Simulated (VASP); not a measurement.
# SnSe2 in VASP: a series of runs, part 3 of 3

VASP 6.6.1. Earlier steps stand in the parts before.

**5. Single point, PBE (atoms moved at random)**

INCAR

```
ALGO = Normal ; EDIFF = 1E-6
ENCUT = 520 ; GGA = PE
ISIF = 2 ; ISMEAR = -1
LASPH = True ; LCHARG = False
LREAL = False ; LWAVE = False
NBANDS = 20 ; NELM = 60
PREC = Accurate ; SIGMA = 0.05
```

KPOINTS

```
k-points
0
Gamma
  8 8 5
```

POSCAR

```
SnSe2
1.0
    3.8110000000      0.0000000000      0.0000000000
   -1.9055000000      3.3004228138      0.0000000000
    0.0000000000      0.0000000000      6.1360000000
Sn Se
1 2
Direct
   -0.0030730000     -0.0040420000     -0.0018790000
    0.6689860000      0.3423530000      0.7494690000
    0.3331800000      0.6684560000      0.2531690000
```

Potentials or basis: VASP PAW PBE potentials, release 64 (Sn_d, Se).

Command:

```console
$ cat potpaw_PBE.64/Sn_d/POTCAR potpaw_PBE.64/Se/POTCAR > POTCAR
$ mpirun -np 1 vasp_std > vasp.out
```

OUTCAR:

```text
EDIFF = 1E-6
   ENCUT = 520
   GGA = PE
   ISIF = 2
   ISMEAR = -1
   LASPH = True
   LREAL = False
   NELM = 60
   PREC = Accurate

 ion  position               nearest neighbor table
   1  0.997  0.996  0.998-   2 2.64   3 2.69   3 2.69   2 2.69   2 2.70   3 2.72
   2  0.669  0.342  0.749-   1 2.64   1 2.69   1 2.70
   3  0.333  0.668  0.253-   1 2.69   1 2.69   1 2.72

  LATTYP: Found a hexagonal cell.
 ALAT       =     3.8110000000
 C/A-ratio  =     1.6100760955

  Lattice vectors:

 A1 = (   3.8110000000,   0.0000000000,   0.0000000000)
 A2 = (  -1.9055000000,   3.3004228138,   0.0000000000)
 A3 = (   0.0000000000,   0.0000000000,   6.1360000000)

Analysis of symmetry for initial positions (statically):
=====================================================================
 Subroutine PRICEL returns:
 Original cell was already a primitive cell.

 Routine SETGRP: Setting up the symmetry group for a
 hexagonal supercell.

 Subroutine GETGRP returns: Found  1 space group operations
 (whereof  1 operations were pure point group operations)
 out of a pool of 24 trial point group operations.

The static configuration has the point symmetry C_1 .

Analysis of symmetry for dynamics (positions and initial velocities):
=====================================================================
 Subroutine PRICEL returns:
 Original cell was already a primitive cell.

 Routine SETGRP: Setting up the symmetry group for a
 hexagonal supercell.

 Subroutine GETGRP returns: Found  1 space group operations
 (whereof  1 operations were pure point group operations)
 out of a pool of 24 trial point group operations.

The dynamic configuration has the point symmetry C_1 .

 Subroutine INISYM returns: Found  1 space group operations
 (whereof  1 operations are pure point group operations),
 and found     1 'primitive' translations

----------------------------------------------------------------------------------------

                                     Primitive cell

  volume of cell :      77.1781

  direct lattice vectors                    reciprocal lattice vectors
     3.811000000  0.000000000  0.000000000     0.262398321  0.151495741  0.000000000
    -1.905500000  3.300422814  0.000000000     0.000000000  0.302991482  0.000000000
     0.000000000  0.000000000  6.136000000     0.000000000  0.000000000  0.162972621

  length of vectors
     3.811000000  3.811000000  6.136000000     0.302991482  0.302991482  0.162972621

  position of ions in fractional coordinates (direct lattice)
     0.996927000  0.995958000  0.998121000
     0.668986000  0.342353000  0.749469000
     0.333180000  0.668456000  0.253169000

  ion indices of the primitive-cell ions
   primitive index   ion index
                 1           1
                 2           2
                 3           3

----------------------------------------------------------------------------------------

 KPOINTS: k-points

Automatic generation of k-mesh.
 Grid dimensions read from file:
 generate k-points for:    8    8    5

 Generating k-lattice:

  Cartesian coordinates                     Fractional coordinates (reciprocal lattice)
     0.032799790  0.018936968  0.000000000     0.125000000  0.000000000  0.000000000
     0.000000000  0.037873935  0.000000000     0.000000000  0.125000000  0.000000000
     0.000000000  0.000000000  0.032594524     0.000000000  0.000000000  0.200000000

  Length of vectors
     0.037873935  0.037873935  0.032594524

  Shift w.r.t. Gamma in fractional coordinates (k-lattice)
     0.000000000  0.000000000  0.000000000

 Subroutine IBZKPT returns following result:
 ===========================================

 Found    162 irreducible k-points:

 Following reciprocal coordinates:
            Coordinates               Weight
  0.000000  0.000000  0.000000      1.000000
  0.125000  0.000000  0.000000      2.000000
  0.000000  0.125000  0.000000      2.000000
 -0.125000  0.125000  0.000000      2.000000
  0.250000  0.000000  0.000000      2.000000
  0.000000  0.250000  0.000000      2.000000
[... 16 lines left out ...]
  0.375000  0.125000  0.000000      2.000000
 -0.125000  0.500000  0.000000      2.000000
 [... further k-points ...]
   k-points           NKPTS =    162   k-points in BZ     NKDIM =    162   number of bands    NBANDS=     20
   number of dos      NEDOS =    301   number of ions     NIONS =      3
   total plane-waves  NPLWV =  37632
   dimension x,y,z NGX =    28 NGY =   28 NGZ =   48
   dimension x,y,z NGXF=    56 NGYF=   56 NGZF=   96
   ions per type =               1   2
   NGX,Y,Z   is equivalent  to a cutoff of  12.21, 12.21, 13.00 a.u.
   NGXF,Y,Z  is equivalent  to a cutoff of  24.43, 24.43, 26.01 a.u.
 SYSTEM =  unknown system
   PREC   = accura    normal or accurate (medium, high low for compatibility)
   ISTART =      0    job   : 0-new  1-cont  2-samecut
   ICHARG =      2    charge: 1-file 2-atom 10-const
   ISPIN  =      1    spin polarized calculation?
   LNONCOLLINEAR =      F non collinear calculations
   LSORBIT =      F    spin-orbit coupling
   LASPH  =      T    aspherical Exc in radial PAW
   ENCUT  =  520.0 eV  38.22 Ry    6.18 a.u.   7.09  7.09 11.41*2*pi/ulx,y,z
   NELM   =     60;   NELMIN=  2; NELMDL= -5     # of ELM steps
   EDIFF  = 0.1E-05   stopping-criterion for ELM
   LREAL  =      F    real-space projection
   EDIFFG = 0.1E-04   stopping-criterion for IOM
   NSW    =      0    number of steps for IOM
   IBRION =     -1    ionic relax: 0-MD 1-quasi-New 2-CG
   NFREE  =      0    steps in history (QN), initial steepest desc. (CG)
   ISIF   =      2    stress and relaxation
   ISYM   =      2    0-nonsym 1-usesym 2-fastsym
   POTIM  = 0.5000    time-step for ionic-motion
   TEBEG  =    0.0;   TEEND  =   0.0 temperature during run
   PSTRESS=    0.0 pullay stress
   NELECT =      26.0000    total number of electrons
   NUPDOWN=      -1.0000    fix difference up-down
   EMIN   =  10.00;   EMAX   =-10.00  energy-range for DOS
   EFERMI =   0.00;   METHOD = LEGACY
   ISMEAR =    -1;   SIGMA  =   0.05  broadening in eV -4-tet -1-fermi 0-gaus
   EFERMI_NEDOS =   21; number of points for ismear=-14 and -15
   IALGO  =     38    algorithm
   IMIX   =      4    mixing-type and parameters
     AMIX     =   0.40;   BMIX     =  1.00
     AMIX_MAG =   1.60;   BMIX_MAG =  1.00
  volume/ion in A,a.u.               =      25.73       173.61
  Fermi-wavevector in a.u.,A,eV,Ry     =   1.139116  2.152617 17.654722  1.297585
  Thomas-Fermi vector in A             =   2.275820
   LORBIT       =      0    0 simple, 1 ext, 2 COOP (PROOUT), +10 PAW based schemes
   GGA     = PE    functional components
   LHFCALC =     F    Hartree Fock is set to
   AEXX    =    0.0000 exact exchange contribution
   IVDW    =     0    specifies the selected vdW correction
   LEPSILON=     F    determine dielectric tensor
   LRPA    =     F    only Hartree local field effects (RPA)
 non-spin polarized calculation
  energy-cutoff  :      520.00
  volume of cell :       77.18
 maximum number of plane-waves:      2095
   NGX = 15   NGY = 15   NGZ = 23

 number of electron      26.0000003 magnetization

 Free energy of the ion-electron system (eV)
  ---------------------------------------------------
  ext. energy  EPLUGINS =         0.00000000
  ---------------------------------------------------
  free energy    TOTEN  =       -11.76393131 eV

  energy without entropy =      -11.76390054  energy(sigma->0) =      -11.76391593

 E-fermi :   4.5772     XC(G=0):  -9.4692

 val. band max:        4.1784021052   @ k =   0.0000   0.1250   0.0000
 cond. band min:       4.9225477113   @ k =   0.5000   0.5000   0.4000
 fundamental gap:      0.7441456061
 Fermi energy:         4.5772368721

 k-point     1 :       0.0000    0.0000    0.0000
  band No.  band energies     occupation
      1     -17.0864      2.00000
      2     -17.0849      2.00000
      3     -17.0467      2.00000
      4     -17.0329      2.00000
      5     -17.0328      2.00000
      6      -9.7792      2.00000
[... 12 lines left out ...]
     19      13.1206      0.00000
     20      13.1698      0.00000
[... 507 lines left out ...]
 k-point    24 :      -0.1250    0.5000    0.0000
  band No.  band energies     occupation
      1     -17.1362      2.00000
      2     -17.0718      2.00000
      3     -17.0511      2.00000
      4     -17.0162      2.00000
      5     -17.0093      2.00000
      6      -8.1955      2.00000
[... 12 lines left out ...]
     19      13.4042      0.00000
     20      14.4971      0.00000

 [... further k-points ...]

------------------------ aborting loop because EDIFF is reached ----------------------------------------

  FORCE on cell =-STRESS in cart. coord.  units (eV):
  Direction    XX          YY          ZZ          XY          YZ          ZX
  --------------------------------------------------------------------------------------
  -------------------------------------------------------------------------------------
  Total        2.1704270      2.2874824      2.7023366      0.0069446      0.1807700     -0.0252900
  in kB       45.0569592     47.4869702     56.0991332      0.1441656      3.7526925     -0.5250075
  external PRESSURE =      49.5476875 kB  Pullay stress =       0.0000000 kB

 VOLUME and BASIS-vectors are now :
 -----------------------------------------------------------------------------
  energy-cutoff  :      520.00
  volume of cell :       77.18
      direct lattice vectors                 reciprocal lattice vectors
     3.811000000  0.000000000  0.000000000     0.262398321  0.151495741  0.000000000
    -1.905500000  3.300422814  0.000000000     0.000000000  0.302991482  0.000000000
     0.000000000  0.000000000  6.136000000     0.000000000  0.000000000  0.162972621

 POSITION                                       TOTAL-FORCE (eV/Angst)
 -----------------------------------------------------------------------------------
      1.90149      3.28708      6.12447        -0.012829      0.213166      0.327057
      1.89715      1.12991      4.59874         0.016632     -0.176485     -0.786405
     -0.00399      2.20619      1.55344        -0.003803     -0.036682      0.459348
 -----------------------------------------------------------------------------------
    total drift:                                0.000153      0.000329      0.000382

  FREE ENERGIE OF THE ION-ELECTRON SYSTEM (eV)
  ---------------------------------------------------
  free  energy   TOTEN  =       -11.7639313130 eV

  energy  without entropy=      -11.7639005416  energy(sigma->0) =      -11.76391593
```

stdout:

```text
POSCAR found type information on POSCAR SnSe
 POSCAR found :  2 types and       3 ions
 scaLAPACK will be used
 LDA part: xc-table for (Slater+PW92), standard interpolation
 POSCAR, INCAR and KPOINTS ok, starting setup
 FFT: planning ... GRIDC
 FFT: planning ... GRID_SOFT
 FFT: planning ... GRID
 WAVECAR not read
 entering main loop
```

Wall time 5.3 min (1 thread of Intel Xeon 8259CL, shared host); peak memory 0.36 GiB.

Results:

| Property | Result |
| --- | --- |
| Free energy | -11.7639 eV |
| Pressure | 5.0 GPa |
| Largest force | 0.806 eV/Å |
| Band gap on the k mesh | 0.74 eV (least direct gap 1.09 eV) |

Forces in eV/Å, atoms in the order of the input:
```
Sn  -0.013  0.213  0.327
Se   0.017 -0.176 -0.786
Se  -0.004 -0.037  0.459
```

Levels at points of the mesh, in eV from the valence-band top:
| k point | band 10 | band 11 | band 12 | band 13 | band 14 | band 15 | band 16 | band 17 |
| --- | --- | --- | --- | --- | --- | --- | --- | --- |
| (0.00, 0.00, 0.00) | -0.62 | -0.37 | -0.33 | -0.03 | 1.06 | 2.99 | 4.60 | 4.70 |
| (0.50, 0.00, 0.00) | -2.93 | -2.63 | -1.27 | -0.29 | 1.17 | 3.77 | 5.36 | 5.46 |
| (0.00, 0.50, 0.00) | -2.97 | -2.62 | -1.21 | -0.28 | 1.17 | 3.77 | 5.35 | 5.40 |
| (0.50, 0.50, 0.00) | -2.92 | -2.63 | -1.29 | -0.30 | 1.17 | 3.77 | 5.37 | 5.46 |

Caveat: the cell differs from its parent crystal (atoms moved at random); the cell stands under pressure; spin-orbit coupling is left out, which moves the levels of the heavy elements; an odd mesh through Γ misses points on the zone boundary, where band edges can lie.

**6. Summary**

```tsv
level	cell	gap on the mesh (eV)	pressure (GPa)	largest force (eV/Å)
PBE	a = 3.759, b = 3.759, c = 6.053 Å, angles 90.0, 90.0, 120.0°, 3 atoms, atomic positions A	0.86	9.3	1.24
revPBE	a = 3.811, b = 3.811, c = 6.136 Å, angles 90.0, 90.0, 120.0°, 3 atoms, atomic positions A	0.86	6.9	0.83
PBE	a = 3.886, b = 3.886, c = 6.256 Å, angles 90.0, 90.0, 120.0°, 3 atoms, atomic positions A	0.72	1.4	0.26
PBE	a = 3.811, b = 3.811, c = 6.136 Å, angles 90.0, 90.0, 120.0°, 3 atoms, atomic positions B	0.74	5.0	0.81
```

Alike in all rows: task single point; potentials or basis VASP PAW PBE potentials, release 64 (Sn_d, Se); no spin polarisation; k mesh 8 × 8 × 5; cutoff (eV) 520; smearing fermi-dirac 0.05 eV.

Caveats: spin-orbit coupling is left out, which moves the levels of the heavy elements; an odd mesh through Γ misses points on the zone boundary, where band edges can lie; the cell stands under pressure (at least some runs); this functional lacks dispersion, which binds the layers, so the pressure and a relaxed spacing across them are unreliable (at least some runs); forces of over 1 eV/Å act on the atoms, so gaps and moduli don't describe the material at rest (at least some runs); the PAW data sets were made with another functional, which shifts forces and pressure a little (at least some runs).

Total energies depend on the potentials used, so only differences within one code and one set of settings carry meaning.
